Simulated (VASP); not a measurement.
Write the native input for VASP 6.6.1 that does the following.

```
Task                   : single point
Functional             : PBE
Dispersion             : D3(BJ)
Potentials or basis    : VASP PAW PBE potentials, release 64 (Pb_d, S)
Cutoff                 : 520 eV
k mesh                 : 10 × 10 × 10
Occupations            : gaussian, width 0.03 eV
Spin                   : no spin polarisation
Dipole correction      : no
Further INCAR settings : ALGO = Normal; EDIFF = 1e-06; NBANDS = 17
```

The structure of PbS lies in POSCAR:

```
PbS
1.0
    0.0000000000      2.8167500000      2.9650000000
    2.8167500000      0.0000000000      2.9650000000
    2.8167500000      2.8167500000      0.0000000000
Pb S
1 1
Direct
    0.0000000000      0.0000000000      0.0000000000
    0.5000000000      0.5000000000      0.5000000000
```

This cell differs from its parent crystal: strain -0.050 along x and y, +0.000 along z.

The input as run:

INCAR

```
SYSTEM = PbS
PREC = Accurate ; ENCUT = 520
EDIFF = 1E-6 ; ISMEAR = 0
SIGMA = 0.03 ; LREAL = .False.
LASPH = .True. ; NELM = 80
ALGO = Normal ; ISIF = 2
LWAVE = .False. ; LCHARG = .True.
GGA = PE ; IVDW = 12
LELF = .True. ; LVHAR = .True.
NBANDS = 17
```

KPOINTS

```
Automatic mesh
0
Gamma
  10 10 10
  0 0 0
```

Potentials or basis: VASP PAW PBE potentials, release 64 (Pb_d, S).

Launch:

```console
$ cat potpaw_PBE.64/Pb_d/POTCAR potpaw_PBE.64/S/POTCAR > POTCAR
$ mpirun -np 1 vasp_std > vasp.out
```

It gave:

The pressure is 7.8 GPa, the band gap on the k mesh is 0.16 eV and the dispersion energy per atom is -0.386 eV.

Caveat: the cell differs from its parent crystal (strain -0.050 along x and y, +0.000 along z); the stress differs along the axes, from 1 to 11 GPa; spin-orbit coupling is left out, which moves the levels of the heavy elements.

It took 100 s on 1 thread of Intel Xeon 8259CL (shared host), peak memory 0.23 GiB.
